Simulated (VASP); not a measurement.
Here is a VASP 6.6.1 calculation.

The input INCAR:

```
ALGO = Normal
EDIFF = 1E-6
ENCUT = 520
GGA = PE
GGA_COMPAT = False
ISIF = 2
ISMEAR = -1
LASPH = True
LCHARG = True
LELF = True
LREAL = Auto
LVHAR = True
LWAVE = False
NBANDS = 70
NELM = 120
PREC = Accurate
SIGMA = 0.05
```

KPOINTS

```
k-points
0
Gamma
  1 1 1
```

The input POSCAR:

```
H2CO
1.0
    8.5925300000      0.0000000000      0.0000000000
    0.0000000000      8.5925300000      0.0000000000
    0.0000000000      0.0000000000      8.5925300000
O C H
8 8 16
Direct
    0.2755998524      0.4293264033      0.8668110556
    0.9939563784      0.9777562604      0.0995515873
    0.9215795581      0.4199927146      0.2796382439
    0.6410102729      0.4122534341      0.7047633235
    0.5514091891      0.0859118327      0.2370081920
    0.5835184748      0.5601377010      0.2413840859
    0.1710439184      0.0142100173      0.6600500667
    0.7610214919      0.8688826225      0.7145159807
    0.2990271783      0.4665796919      0.7321010226
    1.0098771840      0.8400668953      0.0795691141
    0.9854722649      0.2948491306      0.2520677845
    0.6868756932      0.3524107568      0.5860090102
    0.5338357853      0.0246260415      0.1078378545
    0.5290292847      0.5462535481      0.1153792888
    0.1220362338      0.1093507966      0.7534567816
    0.6953016166      0.8210620155      0.6017552455
    0.2896352995      0.5975888359      0.6965585223
    0.3377119428      0.3797368179      0.6421973505
    1.0973717869      0.7670616221      0.1484661677
    0.9412128907      0.7715422582     -0.0103229200
    1.0041745563      0.2422103851      0.1385971303
    1.0357484932      0.2270576885      0.3469641654
    0.6751445733      0.4096232425      0.4778918433
    0.7404338420      0.2310262519      0.5739287497
    0.5931198378      0.0629849416      0.0025720015
    0.4695939380     -0.0901131564      0.0951058652
    0.5365474430      0.6445831437      0.0238928465
    0.4717935230      0.4373566342      0.0707242221
    0.0723768203      0.2281982140      0.7196716217
    0.1105844262      0.0816174049      0.8785421756
    0.7162616831      0.7098374984      0.5470100192
    0.5952379567      0.8878060362      0.5521074701
```

Potentials or basis: VASP PAW PBE potentials, release 64 (O, C, H).

The run is started by

```sh
$ cat potpaw_PBE.64/O/POTCAR potpaw_PBE.64/C/POTCAR potpaw_PBE.64/H/POTCAR > POTCAR
$ mpirun -np 1 vasp_gam > vasp.out
```

(1) Predict the pressure.

(2) What does it give for the band gap on the k mesh?

## Answers

(1) 0.2 GPa.

(2) 3.07 eV.

Caveat: the k points lie up to 0.73 Å⁻¹ apart.
